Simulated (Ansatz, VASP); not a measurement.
## Two plane-wave programs on ScIr3C

```
Sc Ir C
1.0
     4.64311    0.00000    0.00000
     0.00000    4.64311    0.00000
     0.00000    0.00000    4.64311
Sc Ir C
1 3 1
Direct
  0.00000 0.00000 0.00000
  0.50000 0.00000 0.00000
  0.00000 0.50000 0.00000
  0.00000 0.00000 0.50000
  0.50000 0.50000 0.50000
```

Alike in both runs: task single point; functional PBE; k mesh 5 × 5 × 5; occupations methfessel-paxton of order 1, width 0.05 eV; no spin polarisation.

|  | VASP | Ansatz |
| --- | --- | --- |
| version | VASP 6.6.1 | Ansatz 0.2.0 |
| potentials or method | VASP PAW PBE potentials, release 64 (Sc_sv, Ir, C), cutoff 520 eV | plane waves, PAW |
| valence electrons in the cell | 42 | 66 |

Ansatz gave:

| Quantity | Value |
| --- | --- |
| pressure (GPa) | 1.3 |

Estimate VASP's values.

pressure (GPa): 2.1.

VASP's potentials hold 42 valence electrons a cell and Ansatz's 66, so a difference there can come from the potentials and not from the codes.

Spin-orbit coupling is off throughout.
